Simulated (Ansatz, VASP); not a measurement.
## MgS in VASP and in Ansatz

```
Mg S
1.0
     0.00000    2.60152    2.60152
     2.60152    0.00000    2.60152
     2.60152    2.60152    0.00000
Mg S
1 1
Direct
  0.00000 0.00000 0.00000
  0.50000 0.50000 0.50000
```

Alike in both runs: task single point; functional r2SCAN; k mesh 6 × 6 × 6; occupations fermi-dirac, width 0.5 eV; no spin polarisation.

|  | VASP | Ansatz |
| --- | --- | --- |
| version | VASP 6.6.1 | Ansatz 0.2.0 |
| potentials or method | VASP PAW PBE potentials, release 64 (Mg, S) | plane waves |
| plane-wave cutoff (eV) | 660 | 500 |
| valence electrons in the cell | 8 | 16 |

```csv
,VASP,Ansatz,Ansatz less VASP
pressure (GPa),-0.3,0.1,+0.44
```

VASP's potentials were made for PBE, not for r2SCAN. With one functional, cell and mesh, what is left measures potentials, basis and numerics. VASP's potentials hold 8 valence electrons a cell and Ansatz's 16, so a difference there can come from the potentials and not from the codes.
